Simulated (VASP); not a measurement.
# MgCoC2N6 (R-3) in VASP: single point with r2SCAN

Aim: the single point of MgCoC2N6 with r2SCAN.

Program: VASP 6.6.1. These are calculated values, not measurements. Logs are shortened: lines on timing, memory, paths and dates and some standing lists are left out, and cuts for length are marked.

## 1. The cell of the first run

It takes space group R-3 (No. 148, trigonal). Conventional cell: a = 4.664 Å, b = 4.664 Å, c = 15.270 Å, α = 90.00°, β = 90.00°, γ = 120.00°. Co (site symmetry -3) has 6 N at 1.69 Å within 2.2 Å. Within 2.8 Å of Mg (site symmetry -3) lie 6 N at 2.11 Å. C (site symmetry 3) has 12 N at 2.39 to 3.24 Å and 3 Mg at 2.94 Å and 3 Co at 3.02 Å within 3.3 Å. N (site symmetry 1) has 1 Co at 1.69 Å and 1 Mg at 2.11 Å and 6 N at 2.12 to 2.54 Å and 3 C at 2.39 to 2.52 Å within 2.6 Å.

## 2. Single point, r2SCAN

Input file POSCAR:

```
MgCoC2N6
1.0
    2.3318977600      4.0389622100      0.0000000000
   -2.3318977600      4.0389622100      0.0000000000
    0.0000000000     -2.6926418100      5.0901174900
Co Mg C N
1 1 2 6
Direct
    0.0000000000      0.0000000000      0.0000000000
    0.5000000000      0.5000000000      0.5000000000
    0.2435000000      0.2435000000      0.7305000000
    0.7565000000      0.7565000000      0.2695000000
    0.7618000000      0.7662000000      0.8367000000
    0.3087000000      0.7618000000      0.8367000000
    0.7662000000      0.3087000000      0.8367000000
    0.2382000000      0.2338000000      0.1633000000
    0.6913000000      0.2382000000      0.1633000000
    0.2338000000      0.6913000000      0.1633000000
```

Input file INCAR.step1:

```
SYSTEM = MgCoC2N6
PREC = Accurate ; ENCUT = 520
ISMEAR = -5 ; SIGMA = 0.1
LREAL = .False. ; LASPH = .True.
NELM = 100 ; LMAXMIX = 4
GGA = PE ; ALGO = Normal
EDIFF = 1E-4 ; LWAVE = .True.
LCHARG = .False.
```

Input file INCAR.step2:

```
SYSTEM = MgCoC2N6
PREC = Accurate ; ENCUT = 520
EDIFF = 1E-6 ; ISMEAR = -1
SIGMA = 0.1 ; LREAL = .False.
LASPH = .True. ; NELM = 100
ALGO = Normal ; ISIF = 2
LWAVE = .False. ; LCHARG = .False.
LMAXMIX = 4 ; METAGGA = R2SCAN
LMIXTAU = .True. ; LORBIT = 11
ISTART = 1
```

Input file KPOINTS:

```
Automatic mesh
0
Gamma
  6 6 6
  0 0 0
```

Potentials or basis: VASP PAW PBE potentials, release 64 (Co, Mg, C, N).

Run with:

```bash
$ cat potpaw_PBE.64/Co/POTCAR potpaw_PBE.64/Mg/POTCAR potpaw_PBE.64/C/POTCAR potpaw_PBE.64/N/POTCAR > POTCAR
$ cp INCAR.step1 INCAR
$ mpirun -np 1 vasp_std > vasp.out
$ cp INCAR.step2 INCAR
$ mpirun -np 1 vasp_std > vasp.out
```

OUTCAR:

```text
SYSTEM = MgCoC2N6
   PREC = Accurate
   ENCUT = 520
   EDIFF = 1E-6
   ISMEAR = -1
   LREAL = .False.
   LASPH = .True.
   NELM = 100
   ISIF = 2
   METAGGA = R2SCAN
   LORBIT = 11
   ISTART = 1

 ion  position               nearest neighbor table
   1  0.000  0.000  0.000-   5 1.69   8 1.69   7 1.69  10 1.69   9 1.69   6 1.69
   2  0.500  0.500  0.500-   5 2.11   8 2.11   6 2.11   9 2.11   7 2.11  10 2.11
   3  0.243  0.243  0.730-
   4  0.757  0.757  0.270-
   5  0.762  0.766  0.837-   1 1.69   2 2.11
   6  0.309  0.762  0.837-   1 1.69   2 2.11
   7  0.766  0.309  0.837-   1 1.69   2 2.11
   8  0.238  0.234  0.163-   1 1.69   2 2.11
   9  0.691  0.238  0.163-   1 1.69   2 2.11
  10  0.234  0.691  0.163-   1 1.69   2 2.11

  LATTYP: Found a trigonal (rhomboedric) cell.
 ALAT       =     5.7584391848
 COS(alpha) =     0.6720259846

  Lattice vectors:

 A1 = (   2.3318977600,   1.3463204000,   5.0901174900)
 A2 = (  -2.3318977600,   1.3463204000,   5.0901174900)
 A3 = (   0.0000000000,  -2.6926418100,   5.0901174900)

Analysis of symmetry for initial positions (statically):
=====================================================================
 Subroutine PRICEL returns:
 Original cell was already a primitive cell.

 Routine SETGRP: Setting up the symmetry group for a
 trigonal (rhombohedral) supercell.

 Subroutine GETGRP returns: Found  6 space group operations
 (whereof  6 operations were pure point group operations)
 out of a pool of 12 trial point group operations.

The static configuration has the point symmetry S_6 .

Analysis of symmetry for dynamics (positions and initial velocities):
=====================================================================
 Subroutine PRICEL returns:
 Original cell was already a primitive cell.

 Routine SETGRP: Setting up the symmetry group for a
 trigonal (rhombohedral) supercell.

 Subroutine GETGRP returns: Found  6 space group operations
 (whereof  6 operations were pure point group operations)
 out of a pool of 12 trial point group operations.

The dynamic configuration has the point symmetry S_6 .

 Subroutine INISYM returns: Found  6 space group operations
 (whereof  6 operations are pure point group operations),
 and found     1 'primitive' translations

----------------------------------------------------------------------------------------
[... 129 lines left out ...]
     AMIX_MAG =   1.60;   BMIX_MAG =  1.00
  volume/ion in A,a.u.               =       9.59        64.70
  Fermi-wavevector in a.u.,A,eV,Ry     =   1.308864  2.473394 23.308477  1.713125
  Thomas-Fermi vector in A             =   2.439502
   LORBIT       =     11    0 simple, 1 ext, 2 COOP (PROOUT), +10 PAW based schemes
   METAGGA = R2SCAN    functional components
   LHFCALC =     F    Hartree Fock is set to
   AEXX    =    0.0000 exact exchange contribution
   IVDW    =     0    specifies the selected vdW correction
   LEPSILON=     F    determine dielectric tensor
   LRPA    =     F    only Hartree local field effects (RPA)
 non-spin polarized calculation
  energy-cutoff  :      520.00
  volume of cell :       95.88
 maximum number of plane-waves:      2604
   NGX = 17   NGY = 17   NGZ = 21

 number of electron      49.0000003 magnetization

 Free energy of the ion-electron system (eV)
  ---------------------------------------------------
  ext. energy  EPLUGINS =         0.00000000
  ---------------------------------------------------
  free energy    TOTEN  =       -61.22876421 eV

  energy without entropy =      -61.03775594  energy(sigma->0) =      -61.13326008

 E-fermi :   4.5035     XC(G=0): -11.9717

 val. band max:        4.5026177880   @ k =  -0.1667   0.1667  -0.3333
 cond. band min:       4.5045402345   @ k =   0.5000   0.5000   0.0000
 fundamental gap:      0.0019224465
 Fermi energy:         4.5034667713

 k-point     1 :       0.0000    0.0000    0.0000
  band No.  band energies     occupation
      1     -14.7022      2.00000
      2     -11.3956      2.00000
      3      -9.9043      2.00000
      4      -9.9043      2.00000
      5      -9.8772      2.00000
      6      -9.8772      2.00000
[... 781 lines left out ...]
     29       5.4527      0.00015
     30       5.8057      0.00000

 [... further k-points ...]

------------------------ aborting loop because EDIFF is reached ----------------------------------------

  FORCE on cell =-STRESS in cart. coord.  units (eV):
  Direction    XX          YY          ZZ          XY          YZ          ZX
  --------------------------------------------------------------------------------------
  -------------------------------------------------------------------------------------
  Total        9.6654954      9.6654801     16.0770113     -0.0000002     -0.0000011      0.0000000
  in kB      161.5093255    161.5090705    268.6450246     -0.0000026     -0.0000178      0.0000000
  external PRESSURE =     197.2211402 kB  Pullay stress =       0.0000000 kB

 VOLUME and BASIS-vectors are now :
 -----------------------------------------------------------------------------
  energy-cutoff  :      520.00
  volume of cell :       95.88
      direct lattice vectors                 reciprocal lattice vectors
     2.331897760  4.038962210  0.000000000     0.214417634  0.123794176  0.065486381
    -2.331897760  4.038962210  0.000000000    -0.214417634  0.123794176  0.065486381
     0.000000000 -2.692641810  5.090117490     0.000000000  0.000000000  0.196459119

 POSITION                                       TOTAL-FORCE (eV/Angst)
 -----------------------------------------------------------------------------------
      0.00000      0.00000      0.00000         0.000000      0.000000      0.000000
      0.00000      2.69264      2.54506         0.000000      0.000000      0.000000
      0.00000     -0.00000      3.71833         0.000000     -0.000000      0.447614
      0.00000      5.38528      1.37179         0.000000      0.000000     -0.447614
     -0.01026      3.91860      4.25890        -0.117857     -3.529390     -3.818116
     -1.05658      2.07078      4.25890         3.115473      1.662629     -3.818116
      1.06684      2.08855      4.25890        -2.997616      1.866762     -3.818116
      0.01026      1.46668      0.83122         0.117857      3.529390      3.818116
      1.05658      3.31451      0.83122        -3.115473     -1.662629      3.818116
     -1.06684      3.29674      0.83122         2.997616     -1.866762      3.818116
 -----------------------------------------------------------------------------------
    total drift:                                0.000000     -0.000000      0.000000

  FREE ENERGIE OF THE ION-ELECTRON SYSTEM (eV)
  ---------------------------------------------------
  free  energy   TOTEN  =       -61.2287642092 eV

  energy  without entropy=      -61.0377559425  energy(sigma->0) =      -61.13326008

 total charge

# of ion       s       p       d       tot
------------------------------------------
    1        0.791   1.519   7.817  10.126
    2        0.140   0.169   0.071   0.380
    3        1.087   0.872   0.000   1.959
    4        1.087   0.872   0.000   1.959
    5        1.379   2.150   0.000   3.529
    6        1.379   2.150   0.000   3.529
    7        1.379   2.150   0.000   3.529
    8        1.379   2.150   0.000   3.529
    9        1.379   2.150   0.000   3.529
   10        1.379   2.150   0.000   3.529
--------------------------------------------------
tot         11.380  16.333   7.888  35.600
```

OSZICAR.step1:

```text
N       E                     dE             d eps       ncg     rms          rms(c)
DAV:   1     0.387672587194E+03    0.38767E+03   -0.23027E+04  2400   0.160E+03
DAV:   2     0.384667319954E-01   -0.38763E+03   -0.36197E+03  2640   0.383E+02
DAV:   3    -0.561707351147E+02   -0.56209E+02   -0.52402E+02  3416   0.141E+02
DAV:   4    -0.601875162335E+02   -0.40168E+01   -0.37778E+01  3504   0.376E+01
DAV:   5    -0.604534824737E+02   -0.26597E+00   -0.25475E+00  3492   0.749E+00    0.550E+01
DAV:   6    -0.114758335232E+03   -0.54305E+02   -0.10281E+03  3688   0.373E+02    0.175E+02
DAV:   7    -0.876320464655E+02    0.27126E+02   -0.18554E+02  3928   0.959E+01    0.965E+01
DAV:   8    -0.474507295011E+02    0.40181E+02   -0.11964E+02  3778   0.238E+02    0.255E+01
DAV:   9    -0.462910397197E+02    0.11597E+01   -0.86014E+01  3658   0.444E+01    0.589E+00
DAV:  10    -0.471072364160E+02   -0.81620E+00   -0.92663E+00  3530   0.189E+01    0.395E+00
DAV:  11    -0.470856087455E+02    0.21628E-01   -0.64909E-01  3878   0.646E+00    0.239E+00
DAV:  12    -0.470823214607E+02    0.32873E-02   -0.68865E-02  3532   0.156E+00    0.143E+00
DAV:  13    -0.470750409343E+02    0.72805E-02   -0.30831E-02  3870   0.673E-01    0.647E-01
DAV:  14    -0.470744254445E+02    0.61549E-03   -0.74872E-03  3826   0.123E+00    0.252E-01
DAV:  15    -0.470744090373E+02    0.16407E-04   -0.82399E-04  3114   0.257E-01
   1 F= -.47074409E+02 E0= -.47074409E+02  d E =0.000000E+00
```

Wall time 6.1 min (1 thread of AMD EPYC 9R45 (Zen 5), shared host); peak memory 0.3 GiB.

Results:

| Item | Value |
| --- | --- |
| Free energy | -61.2288 eV |
| Pressure | 19.7 GPa |
| Largest force | 5.201 eV/Å |
| Band gap on the k mesh | zero (an odd number of electrons rules out a gap without spin polarisation) |
| Valence electrons inside the program's atomic spheres | Co 10.13; Mg 0.38; C 1.96; N 3.53 |

Forces in eV/Å, atoms in the order of the input:
```
Co   0.000  0.000  0.000
Mg   0.000  0.000  0.000
C    0.000  0.000  0.448
C    0.000  0.000 -0.448
N   -0.118 -3.529 -3.818
N    3.115  1.663 -3.818
N   -2.998  1.867 -3.818
N    0.118  3.529  3.818
N   -3.115 -1.663  3.818
N    2.998 -1.867  3.818
```

Caveat: the cell stands under pressure; the PAW data sets were made with another functional, which shifts forces and pressure a little; the run has no spin polarisation, though such a crystal can be magnetic. Spin polarisation is off, so any magnetic state and its effect on volume and gap are missing.
